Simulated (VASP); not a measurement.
Wanted: the native input for a VASP 6.6.1 run.

| Property | Result |
| --- | --- |
| Task | single point |
| Functional | PBE |
| Potentials or basis | VASP PAW PBE potentials, release 64 (Ta_pv, N) |
| Cutoff | 520 eV |
| k mesh | 24 × 24 × 24 |
| Occupations | gaussian, width 0.15 eV |
| Spin | no spin polarisation |
| Dipole correction | no |
| Further INCAR settings | ALGO = Normal; EDIFF = 1e-06; NBANDS = 15 |

The structure of TaN lies in POSCAR:

```
TaN
1.0
    0.0000000000      2.3742823870      2.2086347786
    2.2086347786      0.0000000000      2.2086347786
    2.2086347786      2.3742823870      0.0000000000
Ta N
1 1
Direct
    0.5000000000      0.5000000000      0.5000000000
    0.0000000000      0.0000000000      0.0000000000
```

This cell differs from its parent crystal: strain +0.0750 x Voigt [0, 1, 0, 0, 0, 0].

These files were run (other wordings do the same):

INCAR

```
ALGO     = Normal         # electronic algorithm
EDIFF    = 1E-6           # SCF threshold, eV
ENCUT    = 520            # plane-wave cutoff, eV
GGA      = PE             # functional
ISIF     = 2              # what is computed and relaxed
ISMEAR   = 0              # smearing method
LASPH    = True           # aspherical terms in the spheres
LCHARG   = False          # write CHGCAR
LREAL    = False          # projectors in reciprocal space
LWAVE    = False          # write WAVECAR
NBANDS   = 15             # bands
NELM     = 60             # most SCF steps
PREC     = Accurate       # precision mode
SIGMA    = 0.15           # smearing width, eV
```

KPOINTS

```
k-points
0
Gamma
  24 24 24
```

Potentials or basis: VASP PAW PBE potentials, release 64 (Ta_pv, N).

Run with:

```console
$ cat potpaw_PBE.64/Ta_pv/POTCAR potpaw_PBE.64/N/POTCAR > POTCAR
$ mpirun -np 1 vasp_std > vasp.out
```

Results of the run:

```yaml
Pressure: -16.1 GPa
Band_gap_on_the_k_mesh: zero (band 8 reaches 10.11 eV, above the bottom of band 9 at 6.91 eV)
```

Caveat: the cell differs from its parent crystal (strain +0.0750 x Voigt [0, 1, 0, 0, 0, 0]); spin-orbit coupling is left out, which moves the levels of the heavy elements.

Run time: 2.3 min on 1 thread of Intel(R) Xeon(R) Platinum 8488C (Sapphire Rapids) (shared host), peak memory 0.46 GiB.
